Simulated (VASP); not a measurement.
Write the native input for VASP 6.6.1 that does the following.

* Task: single point
* Functional: PBE
* Potentials or basis: VASP PAW PBE potentials, release 64 (Cd)
* Cutoff: 520 eV
* k mesh: 17 × 17 × 17
* Occupations: fermi-dirac, width 0.05 eV
* Spin: no spin polarisation
* Dipole correction: no
* k mesh for the DOS: 26 × 26 × 26
* Occupations for the DOS: tetrahedron
* Further INCAR settings: ALGO = Normal; EDIFF = 1e-07

The system is Cd.

```xyz
1
Lattice="-1.8020 1.8020 1.8020 1.8020 -1.8020 1.8020 1.8020 1.8020 -1.8020" Properties=species:S:1:pos:R:3 pbc="T T T"
Cd    0.0000    0.0000    0.0000
```

This isn't the form of Cd at room conditions, which is hcp.

The input as run:

POSCAR

```
Cd
1.0
   -1.8019523847      1.8019523847      1.8019523847
    1.8019523847     -1.8019523847      1.8019523847
    1.8019523847      1.8019523847     -1.8019523847
Cd
1
Direct
    0.0000000000      0.0000000000      0.0000000000
```

INCAR.step1

```
  ALGO = Normal
  EDIFF = 1E-7
  ENCUT = 520
  GGA = PE
  ISIF = 2
  ISMEAR = -1
  LASPH = T
  LCHARG = T
  LREAL = F
  LWAVE = F
  NBANDS = 12
  NELM = 100
  PREC = Accurate
  SIGMA = 0.05
```

KPOINTS.step1

```
k-points
0
Gamma
  17 17 17
```

INCAR.step2

```
  ALGO = Normal
  EDIFF = 1E-7
  ENCUT = 520
  GGA = PE
  ICHARG = 11
  ISIF = 2
  ISMEAR = -5
  LASPH = T
  LCHARG = F
  LORBIT = 11
  LREAL = F
  LWAVE = F
  NEDOS = 2001
  NELM = 100
  PREC = Accurate
  SIGMA = 0.05
```

KPOINTS.step2

```
k-points
0
Gamma
  26 26 26
```

Potentials or basis: VASP PAW PBE potentials, release 64 (Cd).

Command:

```sh
$ cat potpaw_PBE.64/Cd/POTCAR > POTCAR
$ cp INCAR.step1 INCAR
$ cp KPOINTS.step1 KPOINTS
$ mpirun -np 1 vasp_std > vasp.out
$ cp INCAR.step2 INCAR
$ cp KPOINTS.step2 KPOINTS
$ mpirun -np 1 vasp_std > vasp.out
```

It gave:

| Quantity | Value |
| --- | --- |
| Valence electrons inside the program's atomic spheres | Cd 10.29 |

Run time: 110 s on 1 thread of Intel Xeon 8259CL, with other jobs on the host, peak memory 0.27 GiB.
